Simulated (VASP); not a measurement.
## PbO2: relaxation of cell and atoms with PBE

The system is PbO2.

```xyz
6
Lattice="4.9577 0.0000 0.0000 0.0000 4.9577 0.0000 0.0000 0.0000 3.3879" Properties=species:S:1:pos:R:3 pbc="T T T"
Pb    0.0000    0.0000    0.0000
Pb    2.4788    2.4788    1.6940
O     1.5230    1.5230    0.0000
O     0.9558    4.0019    1.6940
O     3.4347    3.4347    0.0000
O     4.0019    0.9558    1.6940
```

```
Program                : VASP 6.6.1
Task                   : relaxation of cell and atoms
Functional             : PBE
Potentials or basis    : VASP PAW PBE potentials, release 64 (Pb_d, O)
Cutoff                 : 600 eV
k mesh                 : 7 × 7 × 9
Occupations            : fermi-dirac, width 0.1 eV
Spin                   : no spin polarisation
Dipole correction      : no
Further INCAR settings : ALGO = Normal; EDIFF = 1e-06; IBRION = 2; EDIFFG = -0.01; NSW = 80; ISIF = 3
```

- Relaxed volume: 14.84 Å³/atom
- Relaxed cell: a = 5.080 Å, b = 5.080 Å, c = 3.451 Å, α = 90.00°, β = 90.00°, γ = 90.00°
- Space group after relaxing (to 0.1 Å): P4_2/mnm (No. 136)
- Energy gained by relaxing: 25.4 meV/atom
- Ionic steps: 9
- Pressure after relaxing: 0.0 GPa
- Band gap on the k mesh: 0.06 eV (least direct gap 0.08 eV)

The path:
| step | energy change (eV) | largest force (eV/Å) | pressure (GPa) | volume (Å³) |
| --- | --- | --- | --- | --- |
| 1 | 0.0000 | 0.0769 | 9.26 | 83.27 |
| 2 | -0.0669 | 0.1789 | -5.29 | 93.31 |
| 3 | -0.1493 | 0.0904 | 0.04 | 88.75 |
| 4 | -0.1493 | 0.0876 | 0.20 | 88.64 |
| 5 | -0.1514 | 0.0357 | 0.18 | 88.77 |
| 6 | -0.1523 | 0.0260 | 0.15 | 88.92 |
| 7 | -0.1525 | 0.0071 | -0.12 | 89.14 |
| 8 | -0.1525 | 0.0099 | -0.09 | 89.12 |
| 9 | -0.1526 | 0.0007 | -0.02 | 89.07 |

Final structure:
```
Pb O
1.0
     5.07995    0.00000    0.00000
     0.00000    5.07995    0.00000
     0.00000    0.00000    3.45141
Pb O
2 4
Direct
  0.00000 0.00000 0.00000
  0.50000 0.50000 0.50000
  0.30786 0.30786 0.00000
  0.19214 0.80786 0.50000
  0.69214 0.69214 0.00000
  0.80786 0.19214 0.50000
```

Levels at points of the mesh, in eV from the valence-band top:
```tsv
k point	band 22	band 23	band 24	band 25	band 26	band 27	band 28	band 29	band 30	band 31
(0.00, 0.00, 0.00)	-0.71	-0.60	-0.60	-0.51	-0.51	0.13	3.89	5.76	5.76	9.56
```

Wall time 9.9 min on 1 thread of Intel(R) Xeon(R) Platinum 8259CL CPU @ 2.50GHz (Skylake/Cascade Lake), with other jobs on the host, peak memory 0.29 GiB.

Caveat: the smearing spreads over this small gap; spin-orbit coupling is left out, which moves the levels of the heavy elements. Zero-point motion and thermal expansion aren't in these numbers.
